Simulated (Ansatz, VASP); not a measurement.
F in VASP and in Ansatz

INCAR

```
  ALGO = Normal
  EDIFF = 1E-6
  ENCUT = 520
  GGA = PE
  ISIF = 2
  ISMEAR = 0
  IVDW = 12
  LASPH = True
  LCHARG = False
  LREAL = False
  LWAVE = False
  NBANDS = 22
  NELM = 80
  PREC = Accurate
  SIGMA = 0.05
```

The input KPOINTS:

```
k-points
0
Gamma
  8 8 4
```

POSCAR

```
F
1.0
    2.8353681102     -1.7313338052      0.2992247164
    2.8353681102      1.7313338052      0.2992247164
   -0.8128963370      0.0000000000      6.5208957071
F
4
Direct
    0.9138648456      0.5855481450      0.0939279973
    0.4144518550      0.0861351544      0.4060720027
    0.0861351544      0.4144518550      0.9060720027
    0.5855481450      0.9138648456      0.5939279973
```

Input for Ansatz:

```yaml
crystal:
  lattice:
    - [2.8353681102, -1.7313338052, 0.2992247164]
    - [2.8353681102, 1.7313338052, 0.2992247164]
    - [-0.812896337, 0.0, 6.5208957071]
  atoms:
    - { symbol: F, position: [0.9138648456, 0.585548145, 0.0939279973] }
    - { symbol: F, position: [0.414451855, 0.0861351544, 0.4060720027] }
    - { symbol: F, position: [0.0861351544, 0.414451855, 0.9060720027] }
    - { symbol: F, position: [0.585548145, 0.9138648456, 0.5939279973] }
basis:
  ecutwfc: 520.0
kpoints:
  mp_grid: { grid: [8, 8, 4] }
hamiltonian:
  xc: pbe
  dispersion: d3bj
scf:
  occupations: { method: gaussian, width: 0.05 }
output:
  forces: true
  stress: true
  eigenvalues: true
  write_density: true
  write_potential: true
  elf: true
  volumetric_format: npy
```

Change from the starting cell: volume 16.216 Å^3 an atom, stretch along a over the lengths across it, relative to the relaxed cell 1.0409.

Alike in both runs: task single point; functional PBE; dispersion D3(BJ); k mesh 8 × 8 × 4; occupations gaussian, width 0.05 eV; no spin polarisation.

|  | VASP | Ansatz |
| --- | --- | --- |
| version | VASP 6.6.1 | Ansatz 0.2.0 |
| potentials or method | VASP PAW PBE potentials, release 64 (F), cutoff 520 eV | scalar-relativistic, plane waves, PAW |
| valence electrons in the cell | 28 | 28 |

|  | VASP | Ansatz | Ansatz less VASP |
| --- | --- | --- | --- |
| gap on the k mesh at the Fermi level (eV) | 3.50 | 3.58 | +0.083 |
| least direct gap on the mesh (eV) | 3.50 | 3.58 | +0.083 |
| pressure (GPa) | 5.2 | 4.7 | -0.49 |
| traceless stress, the component that is largest in VASP (GPa) | 7.69 | 6.21 | -1.475 |
| rms of the force components (eV/Å) | 1.347 | 1.079 | -0.2678 |

Atom by atom the forces differ by 0.268 eV/Å (rms over components).
